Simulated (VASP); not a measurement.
W: single point with PBE

The system is W.

```
W
1.0
    -1.63723    1.63723    1.63723
     1.63723   -1.63723    1.63723
     1.63723    1.63723   -1.63723
W
1
Cartesian
  0.0000 0.0000 0.0000
```

This cell differs from its parent crystal: strain +0.025 along x and y, +0.025 along z.

| Property | Result |
| --- | --- |
| Program | VASP 6.6.1 |
| Task | single point |
| Functional | PBE |
| Potentials or basis | VASP PAW PBE potentials, release 64 (W_sv) |
| Cutoff | 520 eV |
| k mesh | 20 × 20 × 20 |
| Occupations | fermi-dirac, width 0.4 eV |
| Spin | no spin polarisation |

The pressure is -19.5 GPa. The band gap on the k mesh is zero (bands 7 and 8 overlap by 5.54 eV).

Levels at points of the mesh, in eV from the Fermi level:
```
           k point  band 3  band 4  band 5  band 6  band 7  band 8  band 9  band 10  band 11  band 12
(0.00, 0.00, 0.00)  -37.89  -37.89   -8.98   -0.97   -0.97   -0.97    2.13     2.13    14.36    14.36
(0.50, 0.00, 0.00)  -38.19  -37.89   -5.55   -3.01    0.48    1.97    2.83     5.40     9.62    11.30
(0.50, 0.50, 0.50)  -38.54  -38.54   -4.97   -4.97    4.58    4.58    4.58     7.57     7.57     7.57
```

Run time: 26 s on 1 thread of Intel(R) Xeon(R) Platinum 8559C (Emerald Rapids), with other jobs on the host, peak memory 0.18 GiB.

Caveat: the cell differs from its parent crystal (strain +0.025 along x and y, +0.025 along z); the cell stands under tension; so wide a smearing shifts energies and pressures; spin-orbit coupling is left out, which moves the levels of the heavy elements.
